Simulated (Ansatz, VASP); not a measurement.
As in VASP and in Ansatz

Contents of INCAR:

```
  ALGO = Normal
  EDIFF = 1E-6
  ENCUT = 520
  GGA = PS
  ISIF = 2
  ISMEAR = 0
  LASPH = T
  LCHARG = F
  LREAL = F
  LWAVE = F
  NBANDS = 8
  NELM = 60
  PREC = Accurate
  SIGMA = 0.15
```

KPOINTS

```
k-points
0
Gamma
  18 18 18
```

Contents of POSCAR:

```
As
1.0
    2.7036817444      0.0000000000      0.0405552262
    0.0000000000      2.7036817444      0.0000000000
    0.0405552262      0.0000000000      2.7036817444
As
1
Direct
    0.5000000000      0.5000000000      0.5000000000
```

Input for Ansatz:

```yaml
crystal:
  lattice:
    - [2.7036817444, 0.0, 0.0405552262]
    - [0.0, 2.7036817444, 0.0]
    - [0.0405552262, 0.0, 2.7036817444]
  atoms:
    - { symbol: As, position: [0.5, 0.5, 0.5] }
basis:
  ecutwfc: 420
kpoints:
  mp_grid: { grid: [18, 18, 18] }
hamiltonian:
  xc: pbesol
scf:
  occupations: { method: gaussian, width: 0.15 }
output:
  forces: true
  stress: true
  eigenvalues: true
```

Change from the starting cell: strain +0.0300 x Voigt [0, 0, 0, 0, 1, 0], atoms carried along.

Alike in both runs: task single point; functional PBEsol; k mesh 18 × 18 × 18; occupations gaussian, width 0.15 eV; no spin polarisation.

```csv
,VASP,Ansatz
version,VASP 6.6.1,Ansatz 0.2.0
potentials or method,"VASP PAW PBE potentials, release 64 (As), cutoff 520 eV","scalar-relativistic, plane waves, PAW"
valence electrons in the cell,5,15
```

|  | VASP | Ansatz | Ansatz less VASP |
| --- | --- | --- | --- |
| gap on the k mesh at the Fermi level (eV) | none | none | - |
| pressure (GPa) | -0.8 | -1.1 | -0.30 |
| traceless stress, the component that is largest in VASP (GPa) | -0.74 | -0.75 | -0.009 |

VASP's potentials were made for PBE, not for PBEsol. A gap of «none» marks a metal or a gap that the smearing closes. With one functional, cell and mesh, what is left measures potentials, basis and numerics. VASP's potentials hold 5 valence electrons a cell and Ansatz's 15, so a difference there can come from the potentials and not from the codes.
